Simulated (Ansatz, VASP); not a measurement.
# One calculation of SiC, two programs

```xyz
2
Lattice="0.0000 2.0001 2.3479 2.0001 0.0000 2.3479 2.0001 2.0001 0.0000" Properties=species:S:1:pos:R:3 pbc="T T T"
Si    0.0000    0.0000    0.0000
C     3.0001    3.0001    3.5219
```

Change from the starting cell: strain -0.080 along x and y, +0.080 along z, atoms carried along.

Alike in both runs: task single point; functional r2SCAN; k mesh 12 × 12 × 12; occupations gaussian, width 0.05 eV; no spin polarisation.

|  | VASP | Ansatz |
| --- | --- | --- |
| version | VASP 6.6.1 | Ansatz 0.2.0 |
| potentials or method | VASP PAW PBE potentials, release 64 (Si, C), cutoff 520 eV | scalar-relativistic, plane waves, PAW |
| valence electrons in the cell | 8 | 8 |

Ansatz gave:

- gap on the k mesh at the Fermi level (eV): 0.62
- least direct gap on the mesh (eV): 4.47
- pressure (GPa): 24.0
- traceless stress, the component that is largest in VASP (GPa): -42.53

Which values does VASP return?

gap on the k mesh at the Fermi level (eV): 0.63; least direct gap on the mesh (eV): 4.49; pressure (GPa): 23.8; traceless stress, the component that is largest in VASP (GPa): -42.70.

VASP's potentials were made for PBE, not for r2SCAN.
